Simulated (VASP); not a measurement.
Set up this calculation in VASP 6.6.1, as the native input.

```
Task                   : single point
Functional             : PBEsol
Potentials or basis    : VASP PAW PBE potentials, release 64 (Se)
Cutoff                 : 520 eV
k mesh                 : 7 × 7 × 7
Occupations            : fermi-dirac, width 0.05 eV
Spin                   : no spin polarisation
Dipole correction      : no
Further INCAR settings : ALGO = Normal; EDIFF = 1e-06; NBANDS = 27
```

The structure of Se lies in POSCAR:

```
Se
1.0
    5.3612955842      3.0953454487      1.5123523228
   -5.3612955842      3.0953454487      1.5123523228
    0.0000000000     -6.1906908975      1.5123523226
Se
6
Direct
    0.3031227144      0.1673156769      0.9100625991
    0.9100625991      0.3031227144      0.1673156769
    0.1673156769      0.9100625991      0.3031227144
    0.6968772856      0.8326843231      0.0899374009
    0.0899374009      0.6968772856      0.8326843231
    0.8326843231      0.0899374009      0.6968772856
```

One way to write it, as run:

INCAR

```
PREC = Accurate
ENCUT = 520
EDIFF = 1E-6
ISMEAR = -1
SIGMA = 0.05
LREAL = False
LASPH = True
NELM = 60
ALGO = Normal
ISIF = 2
LWAVE = False
LCHARG = False
GGA = PS
NBANDS = 27
```

KPOINTS

```
regular mesh
0
Gamma
  7 7 7
```

Potentials or basis: VASP PAW PBE potentials, release 64 (Se).

Launch:

```console
$ cat potpaw_PBE.64/Se/POTCAR > POTCAR
$ mpirun -np 1 vasp_std > vasp.out
```

It gave:

- Pressure: 0.1 GPa
- Largest force: 0.031 eV/Å
- Band gap on the k mesh: 0.94 eV, indirect (least direct gap 1.12 eV)

Caveat: the PAW data sets were made with another functional, which shifts forces and pressure a little.

Run time: 7.1 min on 1 thread of Oxide Virtual Turin-like Processor, with other jobs on the host, peak memory 0.37 GiB.
